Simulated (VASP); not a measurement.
# MgNb4O10: electric field gradients with PBE

MgNb4O10:

```
Mg Nb O
1.0
     5.11302    0.00000    0.00000
     0.00612    5.68944    0.00000
     2.49019    1.57974    6.37087
Mg Nb O
1 4 10
Direct
  0.23825 0.34977 0.05699
  0.87312 0.27419 0.74042
  0.59376 0.19796 0.33744
  0.13036 0.73176 0.27275
  0.39827 0.79535 0.68002
  0.87280 0.37044 0.39277
  0.24831 0.15029 0.60377
  0.13357 0.63904 0.59088
  0.74024 0.84740 0.39980
  0.13593 0.72779 0.00031
  0.89377 0.24654 0.01136
  0.42009 0.49869 0.22978
  0.65503 0.99920 0.76938
  0.55427 0.48015 0.78028
  0.33815 0.03668 0.20814
```

* Program: VASP 6.6.1
* Task: electric field gradients
* Functional: PBE
* Potentials or basis: VASP PAW PBE potentials, release 64 (Mg, Nb_sv, O)
* Cutoff: 520 eV
* k mesh: 6 × 6 × 5
* Occupations: fermi-dirac, width 0.05 eV
* Spin: no spin polarisation
* Dipole correction: no
* Further INCAR settings: ALGO = Normal; EDIFF = 1e-08; NBANDS = 70

```json
{
  "Pressure": "-5.3 GPa",
  "Largest force": "0.445 eV/Å",
  "Band gap on the k mesh": "0.33 eV (least direct gap 0.36 eV)",
  "Largest electric field gradient by atom": "Mg +10.9; Nb +90.2, +74.9, -69.6, +35.1; O -29.4, +23.2, -34.9, -26.2, +24.6, -27.5, +36.5, -10.9, +24.9, -22.4 V/Å²"
}
```

Forces in eV/Å, atoms in the order of the input:
```
Mg  -0.006  0.033 -0.014
Nb  -0.230 -0.282  0.256
Nb  -0.010  0.153  0.085
Nb   0.117 -0.046 -0.291
Nb   0.090 -0.021 -0.010
O   -0.298 -0.106 -0.042
O   -0.046 -0.029 -0.070
O    0.200  0.074 -0.038
O    0.084  0.080  0.045
O    0.266  0.118  0.295
O   -0.220 -0.046 -0.298
O   -0.174  0.089  0.164
O    0.162  0.372 -0.161
O    0.168 -0.039 -0.147
O   -0.102 -0.351  0.226
```

Stress tensor (GPa, compression positive):
```
-5.49 -0.35 -0.16
-0.35 -5.43 -0.13
-0.16 -0.13 -4.85
```

Levels at points of the mesh, in eV from the valence-band top:
```tsv
k point	band 54	band 55	band 56	band 57	band 58	band 59	band 60	band 61
(0.00, 0.00, 0.00)	-2.82	-2.73	-2.51	-0.20	0.63	0.89	0.97	1.18
(0.50, 0.00, 0.00)	-2.86	-2.72	-2.62	-0.37	0.70	0.81	1.16	1.52
(0.00, 0.50, 0.00)	-2.89	-2.69	-2.62	-0.12	1.09	1.14	1.38	1.46
(0.50, 0.50, 0.00)	-3.14	-2.99	-2.80	-0.05	0.41	0.69	0.89	1.46
```

Electric field gradients, principal values (V/Å²):
| atom | least | middle | greatest (by size) |
| --- | --- | --- | --- |
| 1 Mg | -2.223 | -8.708 | 10.931 |
| 2 Nb | -11.373 | -78.838 | 90.211 |
| 3 Nb | -26.645 | -48.295 | 74.941 |
| 4 Nb | 25.346 | 44.213 | -69.559 |
| 5 Nb | -0.261 | -34.887 | 35.148 |
| 6 O | 2.402 | 27.018 | -29.420 |
| 7 O | -0.018 | -23.144 | 23.163 |
| 8 O | 11.523 | 23.341 | -34.864 |
| 9 O | 0.783 | 25.409 | -26.191 |
| 10 O | -8.164 | -16.410 | 24.574 |
| 11 O | 0.492 | 27.044 | -27.536 |
| 12 O | -5.296 | -31.224 | 36.520 |
| 13 O | 3.292 | 7.643 | -10.935 |
| 14 O | -4.992 | -19.871 | 24.863 |
| 15 O | 5.510 | 16.881 | -22.391 |

Run time: 10 min on 4 MPI ranks on AMD EPYC 7R13 Processor (Zen 3), with other jobs on the host, peak memory 0.9 GiB a rank.

Caveat: the cell stands under tension; without QUAD_EFG the Cq values of the log hold for a quadrupole moment of 1 mb, not for the nuclei; an odd mesh through Γ misses points on the zone boundary, where band edges can lie.
